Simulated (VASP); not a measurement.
# W (I4/mmm) in VASP: notebook

Runs on W. Level: LDA. Tasks: single point.

Program: VASP 6.6.1. These are calculated values, not measurements. Logs are shortened: lines on timing, memory, paths and dates and some standing lists are left out, and cuts for length are marked.

### Step 1. The cell of the first run

Symmetry: I4/mmm, No. 139, tetragonal system. The conventional cell has a = 2.994 Å, b = 2.994 Å, c = 3.273 Å, α = 90.00°, β = 90.00°, γ = 90.00°. W (site symmetry 4/mmm) has 14 W at 2.68 to 3.27 Å within 3.5 Å.

### Step 2. Single point, LDA (14.67 Å³/atom)

Contents of INCAR:

```
PREC     = Accurate       # precision mode
ENCUT    = 520            # plane-wave cutoff, eV
EDIFF    = 1E-7           # SCF threshold, eV
ISMEAR   = 0              # smearing method
SIGMA    = 0.15           # smearing width, eV
LREAL    = False          # projectors in reciprocal space
LASPH    = True           # aspherical terms in the spheres
NELM     = 80             # most SCF steps
ALGO     = Fast           # electronic algorithm
ISIF     = 2              # what is computed and relaxed
LWAVE    = False          # write WAVECAR
LCHARG   = True           # write CHGCAR
GGA      = CA             # functional
LELF     = True           # ELF
LVHAR    = True         
NBANDS   = 13             # bands
```

Contents of KPOINTS:

```
regular mesh
0
Gamma
  22 22 22
```

Contents of POSCAR:

```
W
1.0
    0.0000000000      2.1172867273      1.6366626402
    2.1172867273      0.0000000000      1.6366626402
    2.1172867273      2.1172867273      0.0000000000
W
1
Direct
    0.0000000000      0.0000000000      0.0000000000
```

Potentials or basis: VASP PAW LDA potentials, release 64 (W_sv).

Run with:

```
$ cat potpaw_LDA.64/W_sv/POTCAR > POTCAR
$ mpirun -np 1 vasp_std > vasp.out
```

OUTCAR:

```text
PREC = Accurate
   ENCUT = 520
   EDIFF = 1E-7
   ISMEAR = 0
   LREAL = False
   LASPH = True
   NELM = 80
   ISIF = 2
   GGA = CA

 ion  position               nearest neighbor table
   1  0.000  0.000  0.000-

  LATTYP: Found a body centered tetragonal cell.
 ALAT       =     2.9942956052
 C/A-ratio  =     1.0931870837

  Lattice vectors:

 A1 = (   0.0000000000,  -2.1172867273,  -1.6366626402)
 A2 = (   0.0000000000,   2.1172867273,  -1.6366626402)
 A3 = (   2.1172867273,   0.0000000000,   1.6366626402)

Analysis of symmetry for initial positions (statically):
=====================================================================
 Subroutine PRICEL returns:
 Original cell was already a primitive cell.

 Routine SETGRP: Setting up the symmetry group for a
 body centered tetragonal supercell.

 Subroutine GETGRP returns: Found 16 space group operations
 (whereof 16 operations were pure point group operations)
 out of a pool of 16 trial point group operations.

The static configuration has the point symmetry D_4h.

Analysis of symmetry for dynamics (positions and initial velocities):
=====================================================================
 Subroutine PRICEL returns:
 Original cell was already a primitive cell.

 Routine SETGRP: Setting up the symmetry group for a
 body centered tetragonal supercell.

 Subroutine GETGRP returns: Found 16 space group operations
 (whereof 16 operations were pure point group operations)
 out of a pool of 16 trial point group operations.

The dynamic configuration has the point symmetry D_4h.

 Subroutine INISYM returns: Found 16 space group operations
 (whereof 16 operations are pure point group operations),
 and found     1 'primitive' translations

----------------------------------------------------------------------------------------

                                     Primitive cell

  volume of cell :      14.6740

  direct lattice vectors                    reciprocal lattice vectors
     0.000000000  2.117286727  1.636662640    -0.236151294  0.236151294  0.305499733
     2.117286727  0.000000000  1.636662640     0.236151294 -0.236151294  0.305499733
     2.117286727  2.117286727  0.000000000     0.236151294  0.236151294 -0.305499733

  length of vectors
     2.676110551  2.676110551  2.994295605     0.452620099  0.452620099  0.452620099

  position of ions in fractional coordinates (direct lattice)
     0.000000000  0.000000000  0.000000000

  ion indices of the primitive-cell ions
   primitive index   ion index
                 1           1

----------------------------------------------------------------------------------------

 KPOINTS: regular mesh

Automatic generation of k-mesh.
 Grid dimensions read from file:
 generate k-points for:   22   22   22

 Generating k-lattice:

  Cartesian coordinates                     Fractional coordinates (reciprocal lattice)
    -0.010734150  0.010734150  0.013886352     0.045454545  0.000000000  0.000000000
     0.010734150 -0.010734150  0.013886352     0.000000000  0.045454545  0.000000000
     0.010734150  0.010734150 -0.013886352     0.000000000  0.000000000  0.045454545

  Length of vectors
     0.020573641  0.020573641  0.020573641

  Shift w.r.t. Gamma in fractional coordinates (k-lattice)
     0.000000000  0.000000000  0.000000000

 Subroutine IBZKPT returns following result:
 ===========================================

 Found    834 irreducible k-points:

 Following reciprocal coordinates:
            Coordinates               Weight
  0.000000  0.000000  0.000000      1.000000
  0.045455  0.000000  0.000000      8.000000
  0.090909  0.000000  0.000000      8.000000
  0.136364  0.000000  0.000000      8.000000
  0.181818  0.000000  0.000000      8.000000
  0.227273 -0.000000  0.000000      8.000000
[... 16 lines left out ...]
  0.500000  0.045455  0.000000      8.000000
 -0.454545  0.045455  0.000000      8.000000
 [... further k-points ...]
   k-points           NKPTS =    834   k-points in BZ     NKDIM =    834   number of bands    NBANDS=     13
   number of dos      NEDOS =    301   number of ions     NIONS =      1
   total plane-waves  NPLWV =   9600
   dimension x,y,z NGX =    20 NGY =   20 NGZ =   24
   dimension x,y,z NGXF=    40 NGYF=   40 NGZF=   48
   ions per type =               1
   NGX,Y,Z   is equivalent  to a cutoff of  12.42, 12.42, 13.33 a.u.
   NGXF,Y,Z  is equivalent  to a cutoff of  24.85, 24.85, 26.65 a.u.
 SYSTEM =  unknown system
   PREC   = accura    normal or accurate (medium, high low for compatibility)
   ISTART =      0    job   : 0-new  1-cont  2-samecut
   ICHARG =      2    charge: 1-file 2-atom 10-const
   ISPIN  =      1    spin polarized calculation?
   LNONCOLLINEAR =      F non collinear calculations
   LSORBIT =      F    spin-orbit coupling
   LASPH  =      T    aspherical Exc in radial PAW
   ENCUT  =  520.0 eV  38.22 Ry    6.18 a.u.   4.98  4.98  5.57*2*pi/ulx,y,z
   NELM   =     80;   NELMIN=  2; NELMDL= -5     # of ELM steps
   EDIFF  = 0.1E-06   stopping-criterion for ELM
   LREAL  =      F    real-space projection
   EDIFFG = 0.1E-05   stopping-criterion for IOM
   NSW    =      0    number of steps for IOM
   IBRION =     -1    ionic relax: 0-MD 1-quasi-New 2-CG
   NFREE  =      0    steps in history (QN), initial steepest desc. (CG)
   ISIF   =      2    stress and relaxation
   ISYM   =      2    0-nonsym 1-usesym 2-fastsym
   POTIM  = 0.5000    time-step for ionic-motion
   TEBEG  =    0.0;   TEEND  =   0.0 temperature during run
   PSTRESS=    0.0 pullay stress
   NELECT =      14.0000    total number of electrons
   NUPDOWN=      -1.0000    fix difference up-down
   EMIN   =  10.00;   EMAX   =-10.00  energy-range for DOS
   EFERMI =   0.00;   METHOD = LEGACY
   ISMEAR =     0;   SIGMA  =   0.15  broadening in eV -4-tet -1-fermi 0-gaus
   EFERMI_NEDOS =   21; number of points for ismear=-14 and -15
   IALGO  =     68    algorithm
   IMIX   =      4    mixing-type and parameters
     AMIX     =   0.40;   BMIX     =  1.00
     AMIX_MAG =   1.60;   BMIX_MAG =  1.00
  volume/ion in A,a.u.               =      14.67        99.03
  Fermi-wavevector in a.u.,A,eV,Ry     =   1.611640  3.045558 35.339542  2.597383
  Thomas-Fermi vector in A             =   2.706998
   LORBIT       =      0    0 simple, 1 ext, 2 COOP (PROOUT), +10 PAW based schemes
   GGA     = CA    functional components
   LHFCALC =     F    Hartree Fock is set to
   AEXX    =    0.0000 exact exchange contribution
   IVDW    =     0    specifies the selected vdW correction
   LEPSILON=     F    determine dielectric tensor
   LRPA    =     F    only Hartree local field effects (RPA)
 non-spin polarized calculation
 RMM-DIIS sequential band-by-band and
 Gauss-broadening in eV      SIGMA  =   0.15
  energy-cutoff  :      520.00
  volume of cell :       14.67
 maximum number of plane-waves:       411
   NGX =  9   NGY =  9   NGZ = 11

 number of electron      14.0000001 magnetization

 Free energy of the ion-electron system (eV)
  ---------------------------------------------------
  ext. energy  EPLUGINS =         0.00000000
  ---------------------------------------------------
  free energy    TOTEN  =       -13.96935812 eV

  energy without entropy =      -13.96301851  energy(sigma->0) =      -13.96618831

 E-fermi :  12.4913     XC(G=0): -14.2662

 val. band max:       12.4907204376   @ k =  -0.4545   0.1818   0.0000
 cond. band min:      12.4980461132   @ k =  -0.3182   0.2727   0.0455
 fundamental gap:      0.0073256756
 Fermi energy:        12.4912790123

 k-point     1 :       0.0000    0.0000    0.0000
  band No.  band energies     occupation
      1     -61.1703      2.00000
      2     -24.8544      2.00000
      3     -24.8389      2.00000
      4     -24.8389      2.00000
      5       2.5260      2.00000
      6      10.7746      2.00000
      7      10.7746      2.00000
      8      11.9830      2.00000
      9      13.9313      0.00000
     10      15.5705      0.00000
     11      26.1802      0.00000
     12      27.9070      0.00000
     13      27.9070      0.00000

 k-point     2 :       0.0455    0.0000    0.0000
  band No.  band energies     occupation
      1     -61.1665      2.00000
      2     -24.8855      2.00000
      3     -24.8491      2.00000
      4     -24.8457      2.00000
      5       2.6347      2.00000
      6      10.7667      2.00000
      7      10.8039      2.00000
      8      11.9920      2.00000
      9      13.8655      0.00000
     10      15.5177      0.00000
     11      26.3879      0.00000
     12      28.0591      0.00000
     13      28.0871      0.00000

 k-point     3 :       0.0909    0.0000    0.0000
  band No.  band energies     occupation
      1     -61.1554      2.00000
      2     -24.9939      2.00000
      3     -24.8789      2.00000
      4     -24.8470      2.00000
      5       2.9513      2.00000
      6      10.7296      2.00000
      7      10.8280      2.00000
      8      12.0912      1.99984
      9      13.7048      0.00000
     10      15.3932      0.00000
     11      26.9129      0.00000
     12      28.4939      0.00000
     13      28.6163      0.00000
[... 305 lines left out ...]
 k-point    23 :       0.5000    0.0455    0.0000
  band No.  band energies     occupation
      1     -60.9775      2.00000
      2     -26.5305      2.00000
      3     -25.3359      2.00000
      4     -24.8771      2.00000
      5       5.8162      2.00000
      6       9.1027      2.00000
      7      12.7901      0.00484
      8      13.8075      0.00000
      9      16.4934      0.00000
     10      19.0980      0.00000
     11      24.4675      0.00000
     12      24.8525      0.00000
     13      30.8611      0.00000

 k-point    24 :      -0.4545    0.0455    0.0000
  band No.  band energies     occupation
      1     -60.9808      2.00000
      2     -26.5040      2.00000
      3     -25.3255      2.00000
      4     -24.8810      2.00000
      5       5.8330      2.00000
      6       9.1302      2.00000
      7      12.4555      1.26433
      8      14.0132      0.00000
      9      16.4462      0.00000
     10      18.7579      0.00000
     11      24.7493      0.00000
     12      24.8283      0.00000
     13      31.3380      0.00000

 [... further k-points ...]

------------------------ aborting loop because EDIFF is reached ----------------------------------------

  FORCE on cell =-STRESS in cart. coord.  units (eV):
  Direction    XX          YY          ZZ          XY          YZ          ZX
  --------------------------------------------------------------------------------------
  -------------------------------------------------------------------------------------
  Total        2.9044369      2.9044369      0.1976008      0.0000000     -0.0000000      0.0000000
  in kB      317.1202757    317.1202757     21.5749953      0.0000000     -0.0000000      0.0000000
  external PRESSURE =     218.6051823 kB  Pullay stress =       0.0000000 kB

 VOLUME and BASIS-vectors are now :
 -----------------------------------------------------------------------------
  energy-cutoff  :      520.00
  volume of cell :       14.67
      direct lattice vectors                 reciprocal lattice vectors
     0.000000000  2.117286727  1.636662640    -0.236151294  0.236151294  0.305499733
     2.117286727  0.000000000  1.636662640     0.236151294 -0.236151294  0.305499733
     2.117286727  2.117286727  0.000000000     0.236151294  0.236151294 -0.305499733

 POSITION                                       TOTAL-FORCE (eV/Angst)
 -----------------------------------------------------------------------------------
      0.00000      0.00000      0.00000         0.000000      0.000000     -0.000000
 -----------------------------------------------------------------------------------
    total drift:                                0.000000     -0.000000      0.000000

  FREE ENERGIE OF THE ION-ELECTRON SYSTEM (eV)
  ---------------------------------------------------
  free  energy   TOTEN  =       -13.9693581201 eV

  energy  without entropy=      -13.9630185089  energy(sigma->0) =      -13.96618831
```

Wall time 4.3 min (1 thread of Intel Xeon 8259CL, shared host); peak memory 0.25 GiB.

What came out:

```yaml
Free_energy: -13.9694 eV
Pressure: 21.9 GPa
Band_gap_on_the_k_mesh: zero (bands 7 and 8 overlap by 6.47 eV)
```

Levels at points of the mesh, in eV from the Fermi level:
| k point | band 4 | band 5 | band 6 | band 7 | band 8 | band 9 | band 10 | band 11 |
| --- | --- | --- | --- | --- | --- | --- | --- | --- |
| (0.00, 0.00, 0.00) | -37.33 | -9.97 | -1.72 | -1.72 | -0.51 | 1.44 | 3.08 | 13.69 |
| (0.50, 0.00, 0.00) | -37.34 | -6.77 | -3.50 | 0.93 | 1.29 | 3.62 | 6.63 | 11.87 |
| (0.50, 0.50, 0.00) | -38.38 | -6.65 | -6.35 | 5.46 | 5.89 | 5.89 | 7.44 | 9.82 |
| (0.50, 0.00, 0.50) | -37.44 | -6.81 | -4.76 | 1.68 | 3.45 | 4.02 | 7.02 | 11.66 |

Caveat: the stress differs along the axes, from 2 to 32 GPa; spin-orbit coupling is left out, which moves the levels of the heavy elements.

### Step 3. Single point, LDA (14.67 Å³/atom)

Contents of INCAR:

```
SYSTEM = W
PREC = Accurate
ENCUT = 520
EDIFF = 1E-7
ISMEAR = 0
SIGMA = 0.15
LREAL = .FALSE.
LASPH = .TRUE.
NELM = 80
ALGO = Fast
ISIF = 2
LWAVE = .FALSE.
LCHARG = .TRUE.
GGA = CA
LELF = .TRUE.
LVHAR = .TRUE.
NBANDS = 13
```

Contents of KPOINTS:

```
Automatic mesh
0
G
  22 22 22
  0 0 0
```

Contents of POSCAR:

```
W
1.0
    0.0000000000      2.0457981996      1.7530444773
    2.0457981996      0.0000000000      1.7530444773
    2.0457981996      2.0457981996      0.0000000000
W
1
Direct
    0.0000000000      0.0000000000      0.0000000000
```

Potentials or basis: VASP PAW LDA potentials, release 64 (W_sv).

Run with:

```
$ cat potpaw_LDA.64/W_sv/POTCAR > POTCAR
$ mpirun -np 1 vasp_std > vasp.out
```

It took 4.3 min on 1 thread of Intel Xeon 8259CL, shared host; peak memory 0.25 GiB.

It converged, with:

- Free energy: -13.7431 eV
- Pressure: 25.1 GPa
- Band gap on the k mesh: zero (bands 7 and 8 overlap by 6.38 eV)

Stress tensor (GPa, compression positive):
```
37.50  0.00  0.00
 0.00 37.50  0.00
 0.00  0.00  0.15
```

Levels at points of the mesh, in eV from the Fermi level:
```csv
k point,band 3,band 4,band 5,band 6,band 7,band 8,band 9,band 10,band 11,band 12
"(0.00, 0.00, 0.00)",-37.21,-37.19,-9.87,-1.66,-1.66,0.43,0.71,3.45,13.00,16.50
"(0.50, 0.00, 0.00)",-37.61,-37.26,-6.64,-2.70,0.09,0.88,4.39,6.25,11.91,12.13
"(0.50, 0.50, 0.00)",-38.10,-38.10,-6.66,-6.04,5.35,5.85,6.20,6.20,10.89,10.89
"(0.50, 0.00, 0.50)",-37.84,-37.48,-6.73,-5.27,2.44,4.65,4.92,7.11,11.86,13.68
```

Caveat: the stress differs along the axes, from 0 to 38 GPa; spin-orbit coupling is left out, which moves the levels of the heavy elements.

### Step 4. Single point, LDA (14.67 Å³/atom)

Contents of INCAR:

```
ALGO = Fast
EDIFF = 1E-6
ENCUT = 520
ISIF = 2
ISMEAR = 0
LASPH = True
LCHARG = False
LREAL = False
LWAVE = False
NBANDS = 13
NELM = 100
PREC = Accurate
SIGMA = 0.15
```

Contents of KPOINTS:

```
k-points
0
Gamma
  22 22 22
```

Contents of POSCAR:

```
W
1.0
    0.0000000000      1.8456494645      2.1538729250
    1.8456494645      0.0000000000      2.1538729250
    1.8456494645      1.8456494645      0.0000000000
W
1
Direct
    0.0000000000      0.0000000000      0.0000000000
```

Run with:

```
$ cat potpaw_LDA.64/W_sv/POTCAR > POTCAR
$ mpirun -np 1 vasp_std > vasp.out
```

Run time: 3.2 min. Hardware: 1 thread of Intel Xeon 8259CL, shared host; peak memory 0.25 GiB.

It converged, with:

| Item | Value |
| --- | --- |
| Free energy | -13.6154 eV |
| Pressure | 27.5 GPa |
| Band gap on the k mesh | zero (bands 7 and 8 overlap by 5.29 eV) |

Stress tensor (GPa, compression positive):
```
26.66  0.00  0.00
 0.00 26.66  0.00
 0.00  0.00 29.28
```

Levels at points of the mesh, in eV from the Fermi level:
```tsv
k point	band 5	band 6	band 7	band 8	band 9	band 10
(0.00, 0.00, 0.00)	-9.83	-2.61	-0.12	-0.12	0.34	4.21
(0.50, 0.00, 0.00)	-6.59	-2.53	-0.12	0.90	4.79	5.81
(0.50, 0.50, 0.00)	-6.72	-5.43	1.49	5.78	6.07	6.07
(0.50, 0.00, 0.50)	-6.72	-5.60	4.54	4.64	4.67	7.91
```

Caveat: the cell stands under pressure; spin-orbit coupling is left out, which moves the levels of the heavy elements.

### Step 5. Single point, LDA (14.67 Å³/atom)

Contents of INCAR:

```
SYSTEM = W
PREC = Accurate
ENCUT = 520
EDIFF = 1E-6
ISMEAR = 0
SIGMA = 0.15
LREAL = .False.
LASPH = .True.
NELM = 80
ALGO = Fast
ISIF = 2
LWAVE = .False.
LCHARG = .True.
LELF = .True.
LVHAR = .True.
NBANDS = 13
```

Contents of KPOINTS:

```
Automatic mesh
0
Gamma
  22 22 22
  0 0 0
```

Contents of POSCAR:

```
W
1.0
    0.0000000000      2.0109683346      1.8142956315
    2.0109683346      0.0000000000      1.8142956315
    2.0109683346      2.0109683346      0.0000000000
W
1
Direct
    0.0000000000      0.0000000000      0.0000000000
```

Run with:

```
$ cat potpaw_LDA.64/W_sv/POTCAR > POTCAR
$ mpirun -np 1 vasp_std > vasp.out
```

Wall time 3.6 min (1 thread of Intel Xeon 8259CL, shared host); peak memory 0.26 GiB.

Results (log left out):

```
Free energy            : -13.6359 eV
Pressure               : 25.8 GPa
Band gap on the k mesh : zero (bands 7 and 8 overlap by 6.09 eV)
```

Stress tensor (GPa, compression positive):
```
35.55  0.00  0.00
 0.00 35.55  0.00
 0.00  0.00  6.33
```

Levels at points of the mesh, in eV from the Fermi level:
| k point | band 4 | band 5 | band 6 | band 7 | band 8 | band 9 | band 10 | band 11 |
| --- | --- | --- | --- | --- | --- | --- | --- | --- |
| (0.00, 0.00, 0.00) | -37.00 | -9.72 | -1.40 | -1.40 | 0.03 | 1.44 | 3.46 | 12.91 |
| (0.50, 0.00, 0.00) | -37.12 | -6.48 | -2.15 | -0.32 | 0.98 | 4.91 | 6.13 | 11.94 |
| (0.50, 0.50, 0.00) | -37.83 | -6.55 | -5.77 | 5.20 | 5.47 | 6.43 | 6.43 | 11.54 |
| (0.50, 0.00, 0.50) | -37.41 | -6.58 | -5.32 | 2.94 | 5.21 | 5.51 | 7.12 | 12.14 |

Caveat: the stress differs along the axes, from 6 to 36 GPa; spin-orbit coupling is left out, which moves the levels of the heavy elements.

### Step 6. Overview

| cell | further INCAR settings | gap on the mesh (eV) | pressure (GPa) |
| --- | --- | --- | --- |
| a = 2.676, b = 2.676, c = 2.994 Å, angles 56.0, 56.0, 68.0°, 1 atom | ALGO = Fast; EDIFF = 1e-07; NBANDS = 13 | none | 21.9 |
| a = 2.694, b = 2.694, c = 2.893 Å, angles 57.5, 57.5, 65.0°, 1 atom | ALGO = Fast; EDIFF = 1e-07; NBANDS = 13 | none | 25.1 |
| a = 2.836, b = 2.836, c = 2.610 Å, angles 62.6, 62.6, 54.8°, 1 atom | ALGO = Fast; EDIFF = 1e-06; NBANDS = 13 | none | 27.5 |
| a = 2.708, b = 2.708, c = 2.844 Å, angles 58.3, 58.3, 63.3°, 1 atom | ALGO = Fast; EDIFF = 1e-06; NBANDS = 13 | none | 25.8 |

Alike in all rows: task single point; level LDA; potentials or basis VASP PAW LDA potentials, release 64 (W_sv); no spin polarisation; k mesh 22 × 22 × 22; cutoff (eV) 520; smearing gaussian 0.15 eV.

Caveats: spin-orbit coupling is left out, which moves the levels of the heavy elements; the stress differs along the axes, from 2 to 32 GPa (at least some runs); the stress differs along the axes, from 0 to 38 GPa (at least some runs); the cell stands under pressure (at least some runs); the stress differs along the axes, from 6 to 36 GPa (at least some runs).

Total energies depend on the potentials used, so only differences within one code and one set of settings carry meaning.
